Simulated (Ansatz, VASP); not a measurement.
## One calculation of Sc2BP3, two programs

File INCAR:

```
SYSTEM = Sc2BP3
ALGO = Normal ; EDIFF = 1E-6
EDIFFG = -0.04 ; ENCUT = 600
GGA = PE ; IBRION = 2
ISIF = 3 ; ISMEAR = 0
LASPH = .True. ; LCHARG = .False.
LREAL = .False. ; LWAVE = .False.
NELM = 100 ; NSW = 90
PREC = Accurate ; SIGMA = 0.1
```

The input KPOINTS:

```
k-points
0
Gamma
  6 6 6
  0 0 0
```

The input POSCAR:

```
Sc2BP3
1.0
    2.6373263700      1.5226610900      4.4234899100
   -2.6373263700      1.5226610900      4.4234899100
    0.0000000000     -3.0453221800      4.4234899100
Sc B P
2 1 3
Direct
    0.1249960000      0.1249960000      0.1249960000
    0.8750040000      0.8750040000      0.8750040000
    0.5000000000      0.5000000000      0.5000000000
    0.0000000000      0.5000000000      0.5000000000
    0.5000000000      0.0000000000      0.5000000000
    0.5000000000      0.5000000000      0.0000000000
```

Input for Ansatz:

```yaml
crystal:
  lattice:
    - [2.63732637, 1.52266109, 4.42348991]
    - [-2.63732637, 1.52266109, 4.42348991]
    - [0.0, -3.04532218, 4.42348991]
  atoms:
    - { symbol: Sc, position: [0.124996, 0.124996, 0.124996] }
    - { symbol: Sc, position: [0.875004, 0.875004, 0.875004] }
    - { symbol: B, position: [0.5, 0.5, 0.5] }
    - { symbol: P, position: [0.0, 0.5, 0.5] }
    - { symbol: P, position: [0.5, 0.0, 0.5] }
    - { symbol: P, position: [0.5, 0.5, 0.0] }
basis:
  ecutwfc: 420
kpoints:
  mp_grid: { grid: [6, 6, 6] }
hamiltonian:
  xc: pbe
scf:
  occupations: { method: gaussian, width: 0.1 }
  lower_state_search: "off"
output:
  forces: true
  stress: true
  eigenvalues: true
relax:
  adjacent_minimum: "off"
  f_tol: 0.04
  max_steps: 70
  cell: { stress_tol: 0.4 }
```

Change from the starting cell: species swapped into the Sm2Fe3Ru type (R-3m, No. 166).

Alike in both runs: task relaxation of cell and atoms; functional PBE; k mesh 6 × 6 × 6; occupations gaussian, width 0.1 eV; no spin polarisation.

|  | VASP | Ansatz |
| --- | --- | --- |
| version | VASP 6.6.1 | Ansatz 0.2.0 |
| potentials or method | VASP PAW PBE potentials, release 64 (Sc_sv, B, P), cutoff 600 eV | scalar-relativistic, plane waves, PAW |
| valence electrons in the cell | 40 | 40 |

|  | VASP | Ansatz | Ansatz less VASP |
| --- | --- | --- | --- |
| gap on the k mesh at the Fermi level, each at its own relaxed structure (eV) | none | none | - |
| relaxed volume (Å³/atom) | 14.64 | 14.59 | -0.046 |
| relaxed length of the cell vector where the two differ most in proportion (Å) | 4.688 | 4.683 | -0.0041 |

A gap of «none» marks a metal or a gap that the smearing closes.

Noted on VASP's run: the volume moved by over 15 % at a fixed basis, so the end points are rough.
